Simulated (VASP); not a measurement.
Write the native input for VASP 6.6.1 that does the following.

```
Task                   : single point
Functional             : LDA
Potentials or basis    : VASP PAW LDA potentials, release 64 (Al, N)
Cutoff                 : 520 eV
k mesh                 : 8 × 8 × 3
Occupations            : gaussian, width 0.05 eV
Spin                   : no spin polarisation
Dipole correction      : no
Further INCAR settings : ALGO = Normal; EDIFF = 1e-06; NBANDS = 26
```

The structure of AlN lies in POSCAR:

```
AlN
1.0
   -3.0886152975      0.0000000000      0.0000000000
   -1.5443076488     -2.6748193102      0.0000000000
   -0.1286923041     -0.2229016092     11.0871685333
Al N
4 4
Direct
    0.3333333333      0.2661156317      0.8066124197
    0.3333333333      0.3032725807      0.3607290319
    0.6666666667      0.6551843885      0.1377873380
    0.6666666667      0.6180274395      0.5836707258
    0.3333333333      0.3262371370      0.0851543558
    0.3333333333      0.2890801880      0.5310377436
    0.6666666667      0.6409919959      0.3080960497
    0.6666666667      0.6038350469      0.7539794375
```

This cell differs from its parent crystal: the part above a cut slid along it.

The input as run:

INCAR

```
PREC     = Accurate       # precision mode
ENCUT    = 520            # plane-wave cutoff, eV
EDIFF    = 1E-6           # SCF threshold, eV
ISMEAR   = 0              # smearing method
SIGMA    = 0.05           # smearing width, eV
LREAL    = False          # projectors in reciprocal space
LASPH    = True           # aspherical terms in the spheres
NELM     = 100            # most SCF steps
ALGO     = Normal         # electronic algorithm
ISIF     = 2              # what is computed and relaxed
LWAVE    = False          # write WAVECAR
LCHARG   = True           # write CHGCAR
GGA      = CA             # functional
LELF     = True           # ELF
LVHAR    = True         
NBANDS   = 26             # bands
```

KPOINTS

```
regular mesh
0
Gamma
  8 8 3
```

Potentials or basis: VASP PAW LDA potentials, release 64 (Al, N).

Run with:

```console
$ cat potpaw_LDA.64/Al/POTCAR potpaw_LDA.64/N/POTCAR > POTCAR
$ mpirun -np 1 vasp_std > vasp.out
```

It gave:

* Pressure: -3.7 GPa
* Largest force: 2.326 eV/Å
* Band gap on the k mesh: 0.56 eV

Caveat: the cell differs from its parent crystal (the part above a cut slid along it); the stress differs along the axes, from -11 to -0 GPa; semilocal functionals underestimate gaps, and a narrow one can read as zero; forces of over 1 eV/Å act on the atoms, so gaps and moduli don't describe the material at rest.

Wall time 3.4 min on 1 thread of Intel(R) Xeon(R) Platinum 8488C (Sapphire Rapids) (shared host), peak memory 0.28 GiB.
